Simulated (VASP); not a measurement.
Here is a VASP 6.6.1 calculation.

Contents of INCAR:

```
PREC = Accurate ; ENCUT = 520
EDIFF = 1E-6 ; ISMEAR = 0
SIGMA = 0.15 ; LREAL = F
LASPH = T ; NELM = 100
ALGO = Normal ; ISIF = 2
LWAVE = F ; LCHARG = F
GGA = PS ; NBANDS = 28
```

The input KPOINTS:

```
regular mesh
0
Gamma
  12 12 10
```

POSCAR

```
SnO
1.0
    3.8020000000      0.0285150000      0.0000000000
    0.0285150000      3.8020000000      0.0000000000
    0.0000000000      0.0000000000      4.8360000000
Sn O
2 2
Direct
    0.0000000000      0.5000000000      0.2385000000
    0.5000000000      0.0000000000      0.7615000000
    0.0000000000      0.0000000000      0.0000000000
    0.5000000000      0.5000000000      0.0000000000
```

Potentials or basis: VASP PAW PBE potentials, release 64 (Sn_d, O).

Launch:

```sh
$ cat potpaw_PBE.64/Sn_d/POTCAR potpaw_PBE.64/O/POTCAR > POTCAR
$ mpirun -np 1 vasp_std > vasp.out
```

(1) What does it give for the largest force?

(2) Predict the band gap on the k mesh.

(3) What does it give for the pressure?

## Answers

(1) 0.147 eV/Å.

(2) zero (bands 20 and 21 overlap by 0.02 eV).

(3) 0.2 GPa.

Caveat: the cell differs from its parent crystal (strain +0.0150 x Voigt [0, 0, 0, 0, 0, 1]); semilocal functionals underestimate gaps, and a narrow one can read as zero; the PAW data sets were made with another functional, which shifts forces and pressure a little; spin-orbit coupling is left out, which moves the levels of the heavy elements.
